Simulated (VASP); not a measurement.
Write the native input for VASP 6.6.1 that does the following.

```yaml
Task: single point
Functional: PBEsol
Potentials_or_basis: VASP PAW PBE potentials, release 64 (Sr_sv)
Cutoff: 520 eV
k_mesh: 12 × 12 × 10
Occupations: gaussian, width 0.1 eV
Spin: no spin polarisation
Dipole_correction: no
Further_INCAR_settings: ALGO = Fast; EDIFF = 1e-06; NBANDS = 17
```

The structure of Sr lies in POSCAR:

```
Sr
1.0
    2.9579193991      2.9579193991      0.0000000000
   -2.9579193991      2.9579193991      0.0000000000
    0.0000000000      0.0000000000      5.9158387982
Sr
2
Direct
    0.0000000000      0.0000000000      0.0000000000
    0.5000000000      0.5000000000      0.5000000000
```

These files were run (other wordings do the same):

INCAR

```
PREC     = Accurate       # precision mode
ENCUT    = 520            # plane-wave cutoff, eV
EDIFF    = 1E-6           # SCF threshold, eV
ISMEAR   = 0              # smearing method
SIGMA    = 0.1            # smearing width, eV
LREAL    = False          # projectors in reciprocal space
LASPH    = True           # aspherical terms in the spheres
NELM     = 60             # most SCF steps
ALGO     = Fast           # electronic algorithm
ISIF     = 2              # what is computed and relaxed
LWAVE    = False          # write WAVECAR
LCHARG   = True           # write CHGCAR
GGA      = PS             # functional
LELF     = True           # ELF
LVHAR    = True         
NBANDS   = 17             # bands
```

KPOINTS

```
Automatic mesh
0
Gamma
  12 12 10
```

Potentials or basis: VASP PAW PBE potentials, release 64 (Sr_sv).

Command:

```bash
$ cat potpaw_PBE.64/Sr_sv/POTCAR > POTCAR
$ mpirun -np 1 vasp_std > vasp.out
```

Results of the run:

```yaml
Pressure: 0.0 GPa
Band_gap_on_the_k_mesh: zero (filled and empty bands overlap)
```

Caveat: the PAW data sets were made with another functional, which shifts forces and pressure a little.

Wall time 2.5 min on 1 thread of AMD EPYC 9R45 96-Core Processor (Zen 5), on a shared host, peak memory 0.36 GiB.
